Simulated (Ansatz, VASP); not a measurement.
**Se: VASP beside Ansatz**

```
Se
1.0
     2.81056    0.00000    0.00000
     0.00000    2.81056    0.00000
     0.00000    0.00000    2.76840
Se
1
Direct
  0.00000 0.00000 0.00000
```

Change from the starting cell: strain +0.000 along x and y, -0.015 along z, atoms carried along.

Alike in both runs: task single point; functional LDA; k mesh 16 × 16 × 16; occupations gaussian, width 0.15 eV; no spin polarisation.

|  | VASP | Ansatz |
| --- | --- | --- |
| version | VASP 6.6.1 | Ansatz 0.2.0 |
| potentials or method | VASP PAW LDA potentials, release 64 (Se), cutoff 520 eV | scalar-relativistic, plane waves, PAW |
| valence electrons in the cell | 6 | 16 |

Ansatz gave:

```
gap on the k mesh at the Fermi level (eV)                     : none
pressure (GPa)                                                : -2.4
traceless stress, the component that is largest in VASP (GPa) : 0.70
```

**Question.** Estimate VASP's values.

**Answer.** gap on the k mesh at the Fermi level (eV): none; pressure (GPa): -2.2; traceless stress, the component that is largest in VASP (GPa): 0.71.

LDA's correlation is that of Perdew and Zunger in VASP and of Perdew and Wang (1992) in Ansatz. A gap of «none» marks a metal or a gap that the smearing closes. VASP's potentials hold 6 valence electrons a cell and Ansatz's 16, so a difference there can come from the potentials and not from the codes.
